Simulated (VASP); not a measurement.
# CuRe2 (I4/mmm) in VASP: a series of runs

The runs below take CuRe2 through single point, relaxation of cell and atoms, with PBE.

Everything below comes from runs of VASP 6.6.1. Logs are shortened: lines on timing, memory, paths and dates and some standing lists are left out, and cuts for length are marked.

**1. The cell of the first run**

The structure is tetragonal, space group I4/mmm (No. 139). The conventional cell has a = 3.195 Å, b = 3.195 Å, c = 7.839 Å, α = 90.00°, β = 90.00°, γ = 90.00°. Cu (site symmetry 4/mmm) has 10 Re at 2.60 to 2.63 Å and 4 Cu at 3.20 Å within 3.4 Å. Re (site symmetry 4mm) has 9 Re at 2.59 to 3.20 Å and 5 Cu at 2.60 to 2.63 Å within 3.4 Å.

**2. Single point, PBE**

INCAR reads:

```
SYSTEM = CuRe2
PREC     = Accurate       ! precision mode
ENCUT    = 520            ! plane-wave cutoff, eV
EDIFF    = 1E-6           ! SCF threshold, eV
ISMEAR   = 0              ! smearing method
SIGMA    = 0.1            ! smearing width, eV
LREAL    = .False.        ! projectors in reciprocal space
LASPH    = .True.         ! aspherical terms in the spheres
NELM     = 60             ! most SCF steps
ALGO     = Normal         ! electronic algorithm
ISIF     = 2              ! what is computed and relaxed
LWAVE    = .False.        ! write WAVECAR
LCHARG   = .True.         ! write CHGCAR
GGA      = PE             ! functional
LELF     = .True.         ! ELF
LVHAR    = .True.       
NBANDS   = 20             ! bands
```

KPOINTS reads:

```
regular mesh
0
Gamma
  8 8 8
  0 0 0
```

POSCAR reads:

```
CuRe2
1.0
   -1.5977465227      1.5977465227      3.9194719385
    1.5977465227     -1.5977465227      3.9194719385
    1.5977465227      1.5977465227     -3.9194719385
Cu Re
1 2
Direct
    0.0000000000      0.0000000000      0.0000000000
    0.6650000000      0.6650000000      0.0000000000
    0.3350000000      0.3350000000      0.0000000000
```

Potentials or basis: VASP PAW PBE potentials, release 64 (Cu, Re).

Run with:

```
cat potpaw_PBE.64/Cu/POTCAR potpaw_PBE.64/Re/POTCAR > POTCAR
mpirun -np 1 vasp_std > vasp.out
```

OUTCAR:

```text
SYSTEM = CuRe2
   PREC = Accurate
   ENCUT = 520
   EDIFF = 1E-6
   ISMEAR = 0
   LREAL = .False.
   LASPH = .True.
   NELM = 60
   ISIF = 2
   GGA = PE

 ion  position               nearest neighbor table
   1  0.000  0.000  0.000-   2 2.60   2 2.60   2 2.60   3 2.60   2 2.60   3 2.60   3 2.60   3 2.60
                             2 2.63   3 2.63
   2  0.665  0.665  0.000-   3 2.59   1 2.60   1 2.60   1 2.60   1 2.60   3 2.62   3 2.62   3 2.62
                             3 2.62   1 2.63
   3  0.335  0.335  0.000-   2 2.59   1 2.60   1 2.60   1 2.60   1 2.60   2 2.62   2 2.62   2 2.62
                             2 2.62   1 2.63

  LATTYP: Found a body centered tetragonal cell.
 ALAT       =     3.1954930454
 C/A-ratio  =     2.4531250000

  Lattice vectors:

 A1 = (  -1.5977465227,   1.5977465227,   3.9194719385)
 A2 = (   1.5977465227,  -1.5977465227,   3.9194719385)
 A3 = (   1.5977465227,   1.5977465227,  -3.9194719385)

Analysis of symmetry for initial positions (statically):
=====================================================================
 Subroutine PRICEL returns:
 Original cell was already a primitive cell.

 Routine SETGRP: Setting up the symmetry group for a
 body centered tetragonal supercell.

 Subroutine GETGRP returns: Found 16 space group operations
 (whereof 16 operations were pure point group operations)
 out of a pool of 16 trial point group operations.

The static configuration has the point symmetry D_4h.

Analysis of symmetry for dynamics (positions and initial velocities):
=====================================================================
 Subroutine PRICEL returns:
 Original cell was already a primitive cell.

 Routine SETGRP: Setting up the symmetry group for a
 body centered tetragonal supercell.

 Subroutine GETGRP returns: Found 16 space group operations
 (whereof 16 operations were pure point group operations)
 out of a pool of 16 trial point group operations.

The dynamic configuration has the point symmetry D_4h.

 Subroutine INISYM returns: Found 16 space group operations
 (whereof 16 operations are pure point group operations),
 and found     1 'primitive' translations

----------------------------------------------------------------------------------------

                                     Primitive cell

  volume of cell :      40.0224

[... 87 lines left out ...]
   LASPH  =      T    aspherical Exc in radial PAW
   ENCUT  =  520.0 eV  38.22 Ry    6.18 a.u.   8.41  8.41  8.41*2*pi/ulx,y,z
   NELM   =     60;   NELMIN=  2; NELMDL= -5     # of ELM steps
   EDIFF  = 0.1E-05   stopping-criterion for ELM
   LREAL  =      F    real-space projection
   EDIFFG = 0.1E-04   stopping-criterion for IOM
   NSW    =      0    number of steps for IOM
   IBRION =     -1    ionic relax: 0-MD 1-quasi-New 2-CG
   NFREE  =      0    steps in history (QN), initial steepest desc. (CG)
   ISIF   =      2    stress and relaxation
   ISYM   =      2    0-nonsym 1-usesym 2-fastsym
   POTIM  = 0.5000    time-step for ionic-motion
   TEBEG  =    0.0;   TEEND  =   0.0 temperature during run
   PSTRESS=    0.0 pullay stress
   NELECT =      25.0000    total number of electrons
   NUPDOWN=      -1.0000    fix difference up-down
   EMIN   =  10.00;   EMAX   =-10.00  energy-range for DOS
   EFERMI =   0.00;   METHOD = LEGACY
   ISMEAR =     0;   SIGMA  =   0.10  broadening in eV -4-tet -1-fermi 0-gaus
   EFERMI_NEDOS =   21; number of points for ismear=-14 and -15
   IALGO  =     38    algorithm
   IMIX   =      4    mixing-type and parameters
     AMIX     =   0.40;   BMIX     =  1.00
     AMIX_MAG =   1.60;   BMIX_MAG =  1.00
  volume/ion in A,a.u.               =      13.34        90.03
  Fermi-wavevector in a.u.,A,eV,Ry     =   1.399438  2.644555 26.646021  1.958427
  Thomas-Fermi vector in A             =   2.522498
   LORBIT       =      0    0 simple, 1 ext, 2 COOP (PROOUT), +10 PAW based schemes
   GGA     = PE    functional components
   LHFCALC =     F    Hartree Fock is set to
   AEXX    =    0.0000 exact exchange contribution
   IVDW    =     0    specifies the selected vdW correction
   LEPSILON=     F    determine dielectric tensor
   LRPA    =     F    only Hartree local field effects (RPA)
 non-spin polarized calculation
 Gauss-broadening in eV      SIGMA  =   0.10
  energy-cutoff  :      520.00
  volume of cell :       40.02
 maximum number of plane-waves:      1104
 NGX is ok and might be reduce to    36
   NGX = 17   NGY = 17   NGZ = 17

 number of electron      25.0000002 magnetization

 Free energy of the ion-electron system (eV)
  ---------------------------------------------------
  ext. energy  EPLUGINS =         0.00000000
  ---------------------------------------------------
  free energy    TOTEN  =       -27.67024055 eV

  energy without entropy =      -27.66010039  energy(sigma->0) =      -27.66517047

 E-fermi :   8.6334     XC(G=0): -13.6220

 val. band max:        8.5967571636   @ k =  -0.2500   0.2500   0.0000
 cond. band min:       8.6402055131   @ k =  -0.3750   0.3750   0.1250
 fundamental gap:      0.0434483495
 Fermi energy:         8.6334349255

 k-point     1 :       0.0000    0.0000    0.0000
  band No.  band energies     occupation
      1      -1.7560      2.00000
      2       3.3013      2.00000
      3       3.8761      2.00000
      4       3.8806      2.00000
      5       4.4059      2.00000
      6       4.4631      2.00000
[... 541 lines left out ...]
     19      17.2319      0.00000
     20      19.1263      0.00000

 [... further k-points ...]

------------------------ aborting loop because EDIFF is reached ----------------------------------------

  FORCE on cell =-STRESS in cart. coord.  units (eV):
  Direction    XX          YY          ZZ          XY          YZ          ZX
  --------------------------------------------------------------------------------------
  -------------------------------------------------------------------------------------
  Total        1.8971989      1.8971989      8.8349381      0.0000000     -0.0000000     -0.0000000
  in kB       75.9486639     75.9486639    353.6802283      0.0000000     -0.0000000     -0.0000000
  external PRESSURE =     168.5258520 kB  Pullay stress =       0.0000000 kB

 VOLUME and BASIS-vectors are now :
 -----------------------------------------------------------------------------
  energy-cutoff  :      520.00
  volume of cell :       40.02
      direct lattice vectors                 reciprocal lattice vectors
    -1.597746523  1.597746523  3.919471939     0.000000000  0.312940753  0.127568205
     1.597746523 -1.597746523  3.919471939     0.312940753  0.000000000  0.127568205
     1.597746523  1.597746523 -3.919471939     0.312940753  0.312940753  0.000000000

 POSITION                                       TOTAL-FORCE (eV/Angst)
 -----------------------------------------------------------------------------------
      0.00000      0.00000      0.00000         0.000000      0.000000     -0.000000
      0.00000      0.00000      5.21290        -0.000000     -0.000000      0.486435
      0.00000      0.00000      2.62605        -0.000000     -0.000000     -0.486435
 -----------------------------------------------------------------------------------
    total drift:                               -0.000000     -0.000000     -0.000000

  FREE ENERGIE OF THE ION-ELECTRON SYSTEM (eV)
  ---------------------------------------------------
  free  energy   TOTEN  =       -27.6702405463 eV

  energy  without entropy=      -27.6601003868  energy(sigma->0) =      -27.66517047
```

OSZICAR:

```text
N       E                     dE             d eps       ncg     rms          rms(c)
DAV:   1     0.116506384994E+03    0.11651E+03   -0.11788E+04  4084   0.174E+03
DAV:   2    -0.204479231585E+02   -0.13695E+03   -0.12567E+03  3956   0.462E+02
DAV:   3    -0.303428640684E+02   -0.98949E+01   -0.89193E+01  4424   0.167E+02
DAV:   4    -0.305726269109E+02   -0.22976E+00   -0.22439E+00  4648   0.186E+01
DAV:   5    -0.305746788014E+02   -0.20519E-02   -0.20436E-02  4008   0.121E+00    0.436E+01
DAV:   6    -0.316503002847E+02   -0.10756E+01   -0.49597E+01  3688   0.234E+02    0.234E+01
DAV:   7    -0.279442513996E+02    0.37060E+01   -0.15635E+01  4168   0.137E+02    0.931E+00
DAV:   8    -0.276773058720E+02    0.26695E+00   -0.14123E+00  4696   0.311E+01    0.565E-01
DAV:   9    -0.276715894651E+02    0.57164E-02   -0.51017E-02  4712   0.338E+00    0.249E-01
DAV:  10    -0.276702534414E+02    0.13360E-02   -0.28725E-03  4672   0.165E+00    0.815E-02
DAV:  11    -0.276702662921E+02   -0.12851E-04   -0.53404E-04  4448   0.102E+00    0.470E-02
DAV:  12    -0.276702397706E+02    0.26522E-04   -0.11641E-04  4424   0.494E-01    0.135E-02
DAV:  13    -0.276702411053E+02   -0.13347E-05   -0.10452E-05  4384   0.677E-02    0.681E-03
DAV:  14    -0.276702405463E+02    0.55901E-06   -0.14557E-06  2056   0.697E-02
   1 F= -.27670241E+02 E0= -.27665170E+02  d E =-.101402E-01
```

stdout:

```text
POSCAR found type information on POSCAR CuRe
 POSCAR found :  2 types and       3 ions
 scaLAPACK will be used
 LDA part: xc-table for (Slater+PW92), standard interpolation
 POSCAR, INCAR and KPOINTS ok, starting setup
 FFT: planning ... GRIDC
 FFT: planning ... GRID_SOFT
 FFT: planning ... GRID
 WAVECAR not read
 entering main loop
```

Wall time 69 s (1 thread of Intel Xeon Platinum 8488C (Sapphire Rapids), shared host); peak memory 0.23 GiB.

Results:

| Quantity | Value |
| --- | --- |
| Free energy | -27.6702 eV |
| Pressure | 16.9 GPa |
| Largest force | 0.486 eV/Å |
| Band gap on the k mesh | zero (an odd number of electrons rules out a gap without spin polarisation) |

Forces in eV/Å, atoms in the order of the input:
```
Cu   0.000  0.000  0.000
Re   0.000  0.000  0.486
Re   0.000  0.000 -0.486
```

Caveat: the stress differs along the axes, from 8 to 35 GPa; spin-orbit coupling is left out, which moves the levels of the heavy elements.

**3. Single point, PBE**

This run uses another cell than the first one, of 14.00 Å³/atom.

INCAR reads:

```
SYSTEM = CuRe2
PREC     = Accurate       ! precision mode
ENCUT    = 520            ! plane-wave cutoff, eV
EDIFF    = 1E-6           ! SCF threshold, eV
ISMEAR   = 0              ! smearing method
SIGMA    = 0.1            ! smearing width, eV
LREAL    = .FALSE.        ! projectors in reciprocal space
LASPH    = .TRUE.         ! aspherical terms in the spheres
NELM     = 60             ! most SCF steps
ALGO     = Normal         ! electronic algorithm
ISIF     = 2              ! what is computed and relaxed
LWAVE    = .FALSE.        ! write WAVECAR
LCHARG   = .TRUE.         ! write CHGCAR
GGA      = PE             ! functional
LELF     = .TRUE.         ! ELF
LVHAR    = .TRUE.       
NBANDS   = 20             ! bands
```

KPOINTS reads:

```
regular mesh
0
G
  8 8 8
  0 0 0
```

POSCAR reads:

```
CuRe2
1.0
   -1.5857295750      1.5857295750      4.1757115692
    1.5857295750     -1.5857295750      4.1757115692
    1.5857295750      1.5857295750     -4.1757115692
Cu Re
1 2
Direct
    0.0000000000      0.0000000000      0.0000000000
    0.6684115342      0.6684115342      0.0000000000
    0.3315884658      0.3315884658      0.0000000000
```

Potentials or basis: VASP PAW PBE potentials, release 64 (Cu, Re).

Run with:

```
cat potpaw_PBE.64/Cu/POTCAR potpaw_PBE.64/Re/POTCAR > POTCAR
mpirun -np 1 vasp_std > vasp.out
```

Run time: 65 s. Hardware: 1 thread of Intel Xeon Platinum 8488C (Sapphire Rapids), shared host; peak memory 0.23 GiB.

The run converged. Its results:

* Free energy: -27.9275 eV
* Pressure: -0.4 GPa
* Largest force: 0.108 eV/Å
* Band gap on the k mesh: zero (an odd number of electrons rules out a gap without spin polarisation)

Forces on the atoms (eV/Å):
```
Cu   0.000  0.000  0.000
Re   0.000  0.000  0.108
Re   0.000  0.000 -0.108
```

Stress tensor (GPa, compression positive):
```
-0.55  0.00  0.00
 0.00 -0.55  0.00
 0.00  0.00 -0.08
```

Levels at points of the mesh, in eV from the Fermi level:
| k point | band 11 | band 12 | band 13 | band 14 | band 15 | band 16 |
| --- | --- | --- | --- | --- | --- | --- |
| (0.00, 0.00, 0.00) | -0.91 | -0.91 | -0.65 | -0.65 | 0.13 | 2.68 |
| (0.50, 0.00, 0.00) | -1.38 | 0.41 | 0.67 | 0.88 | 2.18 | 2.49 |
| (0.50, 0.50, 0.00) | -0.48 | -0.38 | 1.65 | 1.72 | 1.85 | 1.85 |
| (0.50, 0.50, 0.50) | -1.61 | -1.34 | -0.27 | 2.10 | 2.10 | 2.87 |

Caveat: spin-orbit coupling is left out, which moves the levels of the heavy elements.

[end of part 1 of 2]

The gap in the log of VASP goes by the Fermi energy; the results here count the filled bands.